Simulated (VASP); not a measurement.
# DyMgF (P1) in VASP: single point with PBE

Aim: the single point of DyMgF with PBE.

Everything below comes from runs of VASP 6.6.1. Logs are shortened: lines on timing, memory, paths and dates and some standing lists are left out, and cuts for length are marked.

### 1 The cell of the first run

The typed cell holds 12 atoms: a = 3.503 Å, b = 3.477 Å, c = 20.702 Å, α = 90.00°, β = 90.00°, γ = 90.00°.

### 2 Single point, PBE

Contents of INCAR:

```
SYSTEM = DyMgF
PREC     = Accurate       ! precision mode
ENCUT    = 600            ! plane-wave cutoff, eV
EDIFF    = 1E-6           ! SCF threshold, eV
ISMEAR   = 0              ! smearing method
SIGMA    = 0.2            ! smearing width, eV
LREAL    = .False.        ! projectors in reciprocal space
LASPH    = .True.         ! aspherical terms in the spheres
NELM     = 200            ! most SCF steps
ALGO     = Normal         ! electronic algorithm
ISIF     = 2              ! what is computed and relaxed
LWAVE    = .False.        ! write WAVECAR
LCHARG   = .False.        ! write CHGCAR
GGA      = PE             ! functional
NBANDS   = 48             ! bands
GGA_COMPAT= .False.      
LMAXMIX  = 6              ! l up to which the mixer works
```

Contents of KPOINTS:

```
regular mesh
0
Gamma
  6 6 1
  0 0 0
```

Contents of POSCAR:

```
DyMgF
1.0
    3.5029540925     -0.0000005052      0.0000274029
   -0.0001280184      3.4773099822      0.0000749059
    0.0006673772     -0.0001037923     20.7024642038
Dy Mg F
4 4 4
Direct
    0.0002427449      0.4998122371      0.1892018635
   -0.0002156044      0.5001891797      0.6892188758
    0.5002605575     -0.0000901855      0.3107871402
    0.4996629936      0.0000523174      0.8107951473
    1.0002570127      0.5003559256      0.4420768653
    0.9997661288      0.4996627510      0.9420625165
    0.4998663261     -0.0004074260      0.0579210513
    0.5001263578      0.0004198913      0.5579386905
   -0.0001964805     -0.0004364266      0.0007057268
    0.0002128868      0.0004375461      0.5006648245
    0.4997908266      0.4995585174     -0.0007216632
    0.5002262501      0.5004456725      0.4993489616
```

Potentials or basis: VASP PAW PBE potentials, release 64 (Dy_3, Mg, F), 4f in core.

Started as:

```sh
$ cat potpaw_PBE.64/Dy_3/POTCAR potpaw_PBE.64/Mg/POTCAR potpaw_PBE.64/F/POTCAR > POTCAR
$ mpirun -np 1 vasp_std > vasp.out
```

OUTCAR:

```text
SYSTEM = DyMgF
   PREC = Accurate
   ENCUT = 600
   EDIFF = 1E-6
   ISMEAR = 0
   LREAL = .False.
   LASPH = .True.
   NELM = 200
   ISIF = 2
   GGA = PE

 ion  position               nearest neighbor table
   1  0.000  0.500  0.189-   3 3.52   3 3.53   3 3.53   3 3.53   7 3.67   7 3.67   7 3.67   7 3.67

   2  1.000  0.500  0.689-   4 3.52   4 3.52   4 3.53   4 3.53   8 3.67   8 3.67   8 3.67   8 3.67

   3  0.500  1.000  0.311-   1 3.52   1 3.53   1 3.53   1 3.53   5 3.67   5 3.67   5 3.67   5 3.67

   4  0.500  0.000  0.811-   2 3.52   2 3.52   2 3.53   2 3.53   6 3.67   6 3.67   6 3.67   6 3.67

   5  0.000  0.500  0.442-  12 2.12  12 2.12  10 2.12  10 2.12   8 3.44   8 3.44   8 3.44   8 3.44
                             3 3.67   3 3.67   3 3.67   3 3.67
   6  1.000  0.500  0.942-  11 2.11  11 2.11   9 2.12   9 2.12   7 3.44   7 3.44   7 3.44   7 3.44
                             4 3.67   4 3.67   4 3.67   4 3.67
   7  0.500  1.000  0.058-   9 2.11   9 2.11  11 2.12  11 2.12   6 3.44   6 3.44   6 3.44   6 3.44
                             1 3.67   1 3.67   1 3.67   1 3.67
   8  0.500  0.000  0.558-  10 2.11  10 2.12  12 2.12  12 2.12   5 3.44   5 3.44   5 3.44   5 3.44
                             2 3.67   2 3.67   2 3.67   2 3.67
   9  1.000  1.000  0.001-   7 2.11   7 2.11   6 2.12   6 2.12
  10  0.000  0.000  0.501-   8 2.11   8 2.12   5 2.12   5 2.12
  11  0.500  0.500  0.999-   6 2.11   6 2.11   7 2.12   7 2.12
  12  0.500  0.500  0.499-   5 2.12   5 2.12   8 2.12   8 2.12

  LATTYP: Found a triclinic cell.
 ALAT       =     3.5029540926
 B/A-ratio  =     5.9939673964
 C/A-ratio  =     0.9926792911
 COS(alpha) =     0.0000224612
 COS(beta)  =     0.0000369594
 COS(gamma) =     0.1667949094

  Lattice vectors:

 A1 = (  -3.5029540925,   0.0000005052,  -0.0000274029)
 A2 = (  -3.5022867153,  -0.0001032871,  20.7024368009)
 A3 = (  -0.0001280184,   3.4773099822,   0.0000749059)

Analysis of symmetry for initial positions (statically):
=====================================================================
 Subroutine PRICEL returns:
 Original cell was already a primitive cell.

 Routine SETGRP: Setting up the symmetry group for a
 triclinic supercell.

 Subroutine GETGRP returns: Found  1 space group operations
 (whereof  1 operations were pure point group operations)
 out of a pool of  2 trial point group operations.

The static configuration has the point symmetry C_1 .

Analysis of symmetry for dynamics (positions and initial velocities):
[... 138 lines left out ...]
   NUPDOWN=      -1.0000    fix difference up-down
   EMIN   =  10.00;   EMAX   =-10.00  energy-range for DOS
   EFERMI =   0.00;   METHOD = LEGACY
   ISMEAR =     0;   SIGMA  =   0.20  broadening in eV -4-tet -1-fermi 0-gaus
   EFERMI_NEDOS =   21; number of points for ismear=-14 and -15
   IALGO  =     38    algorithm
   IMIX   =      4    mixing-type and parameters
     AMIX     =   0.40;   BMIX     =  1.00
     AMIX_MAG =   1.60;   BMIX_MAG =  1.00
  volume/ion in A,a.u.               =      21.01       141.81
  Fermi-wavevector in a.u.,A,eV,Ry     =   1.078001  2.037126 15.811132  1.162085
  Thomas-Fermi vector in A             =   2.213928
   LORBIT       =      0    0 simple, 1 ext, 2 COOP (PROOUT), +10 PAW based schemes
   GGA     = PE    functional components
   LHFCALC =     F    Hartree Fock is set to
   AEXX    =    0.0000 exact exchange contribution
   IVDW    =     0    specifies the selected vdW correction
   LEPSILON=     F    determine dielectric tensor
   LRPA    =     F    only Hartree local field effects (RPA)
 non-spin polarized calculation
 Gauss-broadening in eV      SIGMA  =   0.20
  energy-cutoff  :      600.00
  volume of cell :      252.17
 maximum number of plane-waves:      8448
   NGX = 13   NGY = 13   NGZ = 83

 number of electron      72.0000006 magnetization

 Free energy of the ion-electron system (eV)
  ---------------------------------------------------
  ext. energy  EPLUGINS =         0.00000000
  ---------------------------------------------------
  free energy    TOTEN  =       -50.77319375 eV

  energy without entropy =      -50.63467133  energy(sigma->0) =      -50.70393254

 E-fermi :   3.1177     XC(G=0):  -9.3273

 val. band max:        3.0791667043   @ k =   0.3333   0.0000  -0.0000
 cond. band min:       3.1425915569   @ k =  -0.0000   0.3333   0.0000
 fundamental gap:      0.0634248527
 Fermi energy:         3.1176886284

 k-point     1 :       0.0000    0.0000    0.0000
  band No.  band energies     occupation
      1     -23.2259      2.00000
      2     -23.2254      2.00000
      3     -21.9679      2.00000
      4     -21.9674      2.00000
      5     -20.3806      2.00000
      6     -20.3786      2.00000
[... 1009 lines left out ...]
     47       5.8628      0.00000
     48       5.8632      0.00000

------------------------ aborting loop because EDIFF is reached ----------------------------------------

  FORCE on cell =-STRESS in cart. coord.  units (eV):
  Direction    XX          YY          ZZ          XY          YZ          ZX
  --------------------------------------------------------------------------------------
  -------------------------------------------------------------------------------------
  Total       -0.4938684     -0.2321265     -0.1837793      0.0017536     -0.0003859     -0.0008555
  in kB       -3.1377757     -1.4748079     -1.1676354      0.0111417     -0.0024515     -0.0054352
  external PRESSURE =      -1.9267397 kB  Pullay stress =       0.0000000 kB

 VOLUME and BASIS-vectors are now :
 -----------------------------------------------------------------------------
  energy-cutoff  :      600.00
  volume of cell :      252.17
      direct lattice vectors                 reciprocal lattice vectors
     3.502954093 -0.000000505  0.000027403     0.285473339  0.000010510 -0.000009203
    -0.000128018  3.477309982  0.000074906     0.000000041  0.287578618  0.000001442
     0.000667377 -0.000103792 20.702464204    -0.000000378 -0.000001041  0.048303429

 POSITION                                       TOTAL-FORCE (eV/Angst)
 -----------------------------------------------------------------------------------
      0.00091      1.73798      3.91698        -0.000533      0.000138     -0.036745
      3.50259      1.73924     14.26859         0.000027     -0.000266     -0.043502
      1.75247      3.47696      6.43415        -0.000159      0.000277      0.036455
      1.75084      0.00010     16.78547         0.000779     -0.000023      0.043148
      0.00113      1.73985      9.15212        -0.000333     -0.000136      0.044843
      3.50270      1.73738     19.50308         0.000208     -0.000041      0.044879
      1.75092      3.47589      1.19920         0.000014      0.000228     -0.044504
      1.75229      0.00140     11.55072         0.000128     -0.000358     -0.045271
      3.50214      3.47579      0.01471         0.000210      0.000501      0.000128
      0.00108      0.00147     10.36500        -0.000202     -0.000392     -0.000008
      1.75135      1.73702     20.68758         0.000138      0.000459      0.001454
      1.75254      1.74015     10.33781        -0.000278     -0.000388     -0.000877
 -----------------------------------------------------------------------------------
    total drift:                               -0.000019     -0.000011     -0.000007

  FREE ENERGIE OF THE ION-ELECTRON SYSTEM (eV)
  ---------------------------------------------------
  free  energy   TOTEN  =       -50.7731937484 eV

  energy  without entropy=      -50.6346713261  energy(sigma->0) =      -50.70393254
```

It took 6.9 min on 1 thread of Intel Xeon 6975P-C (Granite Rapids), shared host; peak memory 0.5 GiB.

Results:

```
Free energy            : -50.7732 eV
Pressure               : -0.2 GPa
Largest force          : 0.045 eV/Å
Band gap on the k mesh : zero (bands 36 and 37 overlap by 0.54 eV)
```

Forces in eV/Å, atoms in the order of the input:
```
Dy  -0.001  0.000 -0.037
Dy   0.000  0.000 -0.044
Dy   0.000  0.000  0.036
Dy   0.001  0.000  0.043
Mg   0.000  0.000  0.045
Mg   0.000  0.000  0.045
Mg   0.000  0.000 -0.045
Mg   0.000  0.000 -0.045
F    0.000  0.001  0.000
F    0.000  0.000  0.000
F    0.000  0.000  0.001
F    0.000  0.000 -0.001
```

Caveat: spin-orbit coupling is left out, which moves the levels of the heavy elements; the 4f electrons are frozen in the core, so they carry no moment and show no levels; the run has no spin polarisation, though such a crystal can be magnetic. With open d or f shells a metallic result of PBE can be an artefact of self-interaction; +U or a hybrid may open a gap.

The gap in the log of VASP goes by the Fermi energy; the results here count the filled bands.